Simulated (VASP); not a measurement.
# Ir (Fm-3m) in VASP: elastic constants with LDA

Aim: the elastic constants of Ir with LDA.

Program: VASP 6.6.1. These are calculated values, not measurements. Logs are shortened: lines on timing, memory, paths and dates and some standing lists are left out, and cuts for length are marked.

### Step 1. The cell of the first run

Symmetry: Fm-3m, No. 225, cubic system. The conventional cell has a = 3.806 Å, b = 3.806 Å, c = 3.806 Å, α = 90.00°, β = 90.00°, γ = 90.00°. Within 3.5 Å of Ir (site symmetry m-3m) lie 12 Ir at 2.69 Å.

### Step 2. Elastic constants, LDA

INCAR reads:

```
SYSTEM = Ir
ALGO = Normal
EDIFF = 1E-8
ENCUT = 600
GGA = CA
IBRION = 6
ISIF = 3
ISMEAR = -1
LASPH = .True.
LCHARG = .True.
LREAL = .False.
LWAVE = .False.
NBANDS = 10
NELM = 100
NFREE = 2
NSW = 1
POTIM = 0.015
PREC = Accurate
SIGMA = 0.1
```

KPOINTS reads:

```
k-points
0
Gamma
  24 24 24
  0 0 0
```

POSCAR reads:

```
Ir
1.0
    0.0000000000      1.9028740553      1.9028740553
    1.9028740553      0.0000000000      1.9028740553
    1.9028740553      1.9028740553      0.0000000000
Ir
1
Direct
    0.0000000000      0.0000000000      0.0000000000
```

Potentials or basis: VASP PAW LDA potentials, release 64 (Ir).

On the command line:

```
$ cat potpaw_LDA.64/Ir/POTCAR > POTCAR
$ mpirun -np 1 vasp_std > vasp.out
```

OUTCAR:

```text
SYSTEM = Ir
   EDIFF = 1E-8
   ENCUT = 600
   GGA = CA
   IBRION = 6
   ISIF = 3
   ISMEAR = -1
   LASPH = .True.
   LREAL = .False.
   NELM = 100
   NFREE = 2
   NSW = 1
   POTIM = 0.015
   PREC = Accurate

 ion  position               nearest neighbor table
   1  0.000  0.000  0.000-

  LATTYP: Found a face centered cubic cell.
 ALAT       =     3.8057481106

  Lattice vectors:

 A1 = (   0.0000000000,   1.9028740553,   1.9028740553)
 A2 = (   1.9028740553,   0.0000000000,   1.9028740553)
 A3 = (   1.9028740553,   1.9028740553,   0.0000000000)

Analysis of symmetry for initial positions (statically):
=====================================================================
 Subroutine PRICEL returns:
 Original cell was already a primitive cell.

 Routine SETGRP: Setting up the symmetry group for a
 face centered cubic supercell.

 Subroutine GETGRP returns: Found 48 space group operations
 (whereof 48 operations were pure point group operations)
 out of a pool of 48 trial point group operations.

The static configuration has the point symmetry O_h .

Analysis of symmetry for dynamics (positions and initial velocities):
=====================================================================
 Subroutine PRICEL returns:
 Original cell was already a primitive cell.

 Routine SETGRP: Setting up the symmetry group for a
 face centered cubic supercell.

 Subroutine GETGRP returns: Found 48 space group operations
 (whereof 48 operations were pure point group operations)
 out of a pool of 48 trial point group operations.

The dynamic configuration has the point symmetry O_h .

 Subroutine INISYM returns: Found 48 space group operations
 (whereof 48 operations are pure point group operations),
 and found     1 'primitive' translations

----------------------------------------------------------------------------------------

                                     Primitive cell

  volume of cell :      13.7803

  direct lattice vectors                    reciprocal lattice vectors
     0.000000000  1.902874055  1.902874055    -0.262760427  0.262760427  0.262760427
     1.902874055  0.000000000  1.902874055     0.262760427 -0.262760427  0.262760427
     1.902874055  1.902874055  0.000000000     0.262760427  0.262760427 -0.262760427

  length of vectors
     2.691070296  2.691070296  2.691070296     0.455114410  0.455114410  0.455114410

  position of ions in fractional coordinates (direct lattice)
     0.000000000  0.000000000  0.000000000

  ion indices of the primitive-cell ions
   primitive index   ion index
                 1           1

----------------------------------------------------------------------------------------

 KPOINTS: k-points

Automatic generation of k-mesh.
 Grid dimensions read from file:
 generate k-points for:   24   24   24

 Generating k-lattice:

  Cartesian coordinates                     Fractional coordinates (reciprocal lattice)
    -0.010948351  0.010948351  0.010948351     0.041666667  0.000000000  0.000000000
     0.010948351 -0.010948351  0.010948351     0.000000000  0.041666667  0.000000000
[... 98 lines left out ...]

 number of electron       9.0000000 magnetization

 Free energy of the ion-electron system (eV)
  ---------------------------------------------------
  ext. energy  EPLUGINS =         0.00000000
  ---------------------------------------------------
  free energy    TOTEN  =       -10.33775176 eV

  energy without entropy =      -10.30832960  energy(sigma->0) =      -10.32304068

------------------------ aborting loop because EDIFF is reached ----------------------------------------

  FORCE on cell =-STRESS in cart. coord.  units (eV):
  Direction    XX          YY          ZZ          XY          YZ          ZX
  --------------------------------------------------------------------------------------
  -------------------------------------------------------------------------------------
  Total        0.4063012      0.4063012      0.4063012      0.0000000      0.0000000      0.0000000
  in kB       47.2387700     47.2387700     47.2387700      0.0000000      0.0000000      0.0000000
  external PRESSURE =      47.2387700 kB  Pullay stress =       0.0000000 kB
[... 86 lines left out ...]
  FREE ENERGIE OF THE ION-ELECTRON SYSTEM (eV)
  ---------------------------------------------------
  free  energy   TOTEN  =       -10.3247068453 eV

  energy  without entropy=      -10.2959967808  energy(sigma->0) =      -10.31035181

[... ionic steps 4 to 12 ...]

--------------------------------------- Ionic step       13  -------------------------------------------

 number of electron       9.0000000 magnetization

------------------------ aborting loop because EDIFF is reached ----------------------------------------
[... 65 lines left out ...]
--------------------------------------- Ionic step       15  -------------------------------------------

 number of electron       9.0000000 magnetization

 Free energy of the ion-electron system (eV)
  ---------------------------------------------------
  ext. energy  EPLUGINS =         0.00000000
  ---------------------------------------------------
  free energy    TOTEN  =       -10.33775179 eV

  energy without entropy =      -10.30832954  energy(sigma->0) =      -10.32304067

 E-fermi :  10.7714     XC(G=0): -14.2914

 val. band max:       10.7643337299   @ k =  -0.3750   0.1667   0.0000
 cond. band min:      10.7739223381   @ k =  -0.4583   0.4167   0.0833
 fundamental gap:      0.0095886082
 Fermi energy:        10.7714151910

 k-point     1 :       0.0000    0.0000    0.0000
  band No.  band energies     occupation
      1      -0.6110      2.00000
      2       6.7038      2.00000
      3       6.7038      2.00000
      4       6.7038      2.00000
      5       9.5459      1.99999
      6       9.5459      1.99999
      7      25.0663      0.00000
      8      30.7634      0.00000
      9      30.7634      0.00000
     10      30.7634      0.00000
[... 287 lines left out ...]
 k-point    24 :       0.4583    0.0417    0.0000
  band No.  band energies     occupation
      1       2.4576      2.00000
      2       6.5755      2.00000
      3       6.7177      2.00000
      4       9.1734      2.00000
      5      11.6708      0.00025
      6      11.7896      0.00008
      7      18.9550      0.00000
      8      24.9387      0.00000
      9      30.8207      0.00000
     10      31.1866      0.00000

 [... further k-points ...]

------------------------ aborting loop because EDIFF is reached ----------------------------------------

  FORCE on cell =-STRESS in cart. coord.  units (eV):
  Direction    XX          YY          ZZ          XY          YZ          ZX
  --------------------------------------------------------------------------------------
  -------------------------------------------------------------------------------------
  Total        0.4063285      0.4063285      0.4063285      0.0000000      0.0000000      0.0000000
  in kB       47.2419415     47.2419415     47.2419415      0.0000000      0.0000000      0.0000000
  external PRESSURE =      47.2419415 kB  Pullay stress =       0.0000000 kB
[... 16 lines left out ...]
  FREE ENERGIE OF THE ION-ELECTRON SYSTEM (eV)
  ---------------------------------------------------
  free  energy   TOTEN  =       -10.3377517871 eV

  energy  without entropy=      -10.3083295447  energy(sigma->0) =      -10.32304067

 INTERNAL STRAIN TENSORS FROM STRAINED CELLS
 ============================================

 INTERNAL STRAIN TENSOR FOR ION    1 for displacements in x,y,z  (eV/Angst):
          X           Y           Z          XY          YZ          ZX
  --------------------------------------------------------------------------------
  x     0.00000    -0.00000    -0.00000     0.00000    -0.00000     0.00000
  y     0.00000     0.00000     0.00000     0.00000     0.00000    -0.00000
  z    -0.00000     0.00000     0.00000     0.00000     0.00000    -0.00000

 INTERNAL STRAIN TENSORS FROM DISPLACED ATOMS
 ============================================

 INTERNAL STRAIN TENSOR FOR ION    1 for displacements in x,y,z  (eV/Angst):
          X           Y           Z          XY          YZ          ZX
  --------------------------------------------------------------------------------
  x     0.00000     0.00000     0.00000     0.00000     0.00000     0.00000
  y     0.00000     0.00000     0.00000     0.00000     0.00000     0.00000
  z     0.00000     0.00000     0.00000     0.00000     0.00000     0.00000

 Eigenvectors and eigenvalues of the dynamical matrix
 ----------------------------------------------------

   1 f/i=    0.000000 THz     0.000000 2PiTHz    0.000000 cm-1     0.000000 meV
             X         Y         Z           dx          dy          dz
      0.000000  0.000000  0.000000     1.000000    0.000000    0.000000

   2 f/i=    0.000000 THz     0.000000 2PiTHz    0.000000 cm-1     0.000000 meV
             X         Y         Z           dx          dy          dz
      0.000000  0.000000  0.000000     0.000000    1.000000    0.000000

   3 f/i=    0.000000 THz     0.000000 2PiTHz    0.000000 cm-1     0.000000 meV
             X         Y         Z           dx          dy          dz
      0.000000  0.000000  0.000000     0.000000    0.000000    1.000000

--------------------------------------------------------------------------------------------------------

 ELASTIC MODULI CONTR FROM IONIC RELAXATION (kBar)
 Direction    XX          YY          ZZ          XY          YZ          ZX
 --------------------------------------------------------------------------------
 XX           0.0000      0.0000      0.0000      0.0000      0.0000      0.0000
 YY           0.0000      0.0000      0.0000      0.0000      0.0000      0.0000
 ZZ           0.0000      0.0000      0.0000      0.0000      0.0000      0.0000
 XY           0.0000      0.0000      0.0000      0.0000      0.0000      0.0000
 YZ           0.0000      0.0000      0.0000      0.0000      0.0000      0.0000
 ZX           0.0000      0.0000      0.0000      0.0000      0.0000      0.0000
 --------------------------------------------------------------------------------

 TOTAL ELASTIC MODULI (kBar)
 Direction    XX          YY          ZZ          XY          YZ          ZX
 --------------------------------------------------------------------------------
 XX        6905.3689   2874.8316   2874.8316     -0.0000     -0.0000      0.0000
 YY        2874.8316   6905.3689   2874.8316      0.0000      0.0000      0.0000
 ZZ        2874.8316   2874.8316   6905.3689     -0.0000     -0.0000     -0.0000
 XY          -0.0000      0.0000     -0.0000   2979.1818      0.0000     -0.0000
 YZ          -0.0000      0.0000     -0.0000      0.0000   2979.1818      0.0000
 ZX           0.0000      0.0000     -0.0000     -0.0000      0.0000   2979.1818
 --------------------------------------------------------------------------------
```

Run time: 22 min. Hardware: 1 thread of Intel Xeon Platinum 8488C (Sapphire Rapids), shared host; peak memory 1.2 GiB.

Results:

| Item | Value |
| --- | --- |
| Elastic constants C11, C12, C44 | 691, 287, 298 GPa |
| Voigt bulk modulus | 422 GPa |

Elastic tensor in Voigt notation (GPa, in the Cartesian axes of the cell as first typed):
```
691 287 287   0   0   0
287 691 287   0   0   0
287 287 691   0   0   0
  0   0   0 298   0   0
  0   0   0   0 298   0
  0   0   0   0   0 298
```

Clamped-ion elastic tensor (GPa):
```
691 287 287   0   0   0
287 691 287   0   0   0
287 287 691   0   0   0
  0   0   0 298   0   0
  0   0   0   0 298   0
  0   0   0   0   0 298
```

Caveat: the cell is under stress, which shifts elastic constants; spin-orbit coupling is left out, which moves the levels of the heavy elements.
